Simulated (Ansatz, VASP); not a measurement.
## CuO in VASP and in Ansatz

The input INCAR:

```
PREC = Accurate
ENCUT = 520
EDIFF = 1E-6
ISMEAR = 0
SIGMA = 0.15
LREAL = False
LASPH = True
NELM = 80
ALGO = Normal
ISIF = 2
LWAVE = False
LCHARG = False
GGA = PE
NBANDS = 25
```

File KPOINTS:

```
Automatic mesh
0
Gamma
  16 16 10
```

Contents of POSCAR:

```
CuO
1.0
    2.1854908135     -2.1865399283      0.1711135631
    2.1854908135      2.1865399283      0.1711135631
   -0.4237088622      0.0000000000      5.3920375990
Cu O
2 2
Direct
    0.0000000000      0.5000000000      0.0000000000
    0.5000000000      0.0000000000      0.5000000000
    0.5000828497      0.4999171503      0.2500000000
    0.4999171503      0.5000828497      0.7500000000
```

Input for Ansatz:

```yaml
crystal:
  lattice:
    - [2.1854908135, -2.1865399283, 0.1711135631]
    - [2.1854908135, 2.1865399283, 0.1711135631]
    - [-0.4237088622, 0.0, 5.392037599]
  atoms:
    - { symbol: Cu, position: [0.0, 0.5, 0.0] }
    - { symbol: Cu, position: [0.5, 0.0, 0.5] }
    - { symbol: O, position: [0.5000828497, 0.4999171503, 0.25] }
    - { symbol: O, position: [0.4999171503, 0.5000828497, 0.75] }
basis:
  ecutwfc: 420
kpoints:
  mp_grid: { grid: [16, 16, 10] }
hamiltonian:
  xc: pbe
scf:
  occupations: { method: gaussian, width: 0.15 }
output:
  forces: true
  stress: true
  eigenvalues: true
  write_density: true
  write_potential: true
  elf: true
  volumetric_format: npy
```

Change from the starting cell: strain +0.050 along x and y, +0.050 along z, atoms carried along.

Alike in both runs: task single point; functional PBE; k mesh 16 × 16 × 10; occupations gaussian, width 0.15 eV; no spin polarisation.

|  | VASP | Ansatz |
| --- | --- | --- |
| version | VASP 6.6.1 | Ansatz 0.2.0 |
| potentials or method | VASP PAW PBE potentials, release 64 (Cu, O), cutoff 520 eV | scalar-relativistic, plane waves, PAW |
| valence electrons in the cell | 34 | 50 |

Ansatz gave:

| Quantity | Value |
| --- | --- |
| gap on the k mesh at the Fermi level (eV) | none |
| pressure (GPa) | -15.7 |
| traceless stress, the component that is largest in VASP (GPa) | -4.02 |

**Question.** Estimate VASP's values.

**Answer.** gap on the k mesh at the Fermi level (eV): none; pressure (GPa): -15.4; traceless stress, the component that is largest in VASP (GPa): -3.88.

A gap of «none» marks a metal or a gap that the smearing closes. VASP's potentials hold 34 valence electrons a cell and Ansatz's 50, so a difference there can come from the potentials and not from the codes.
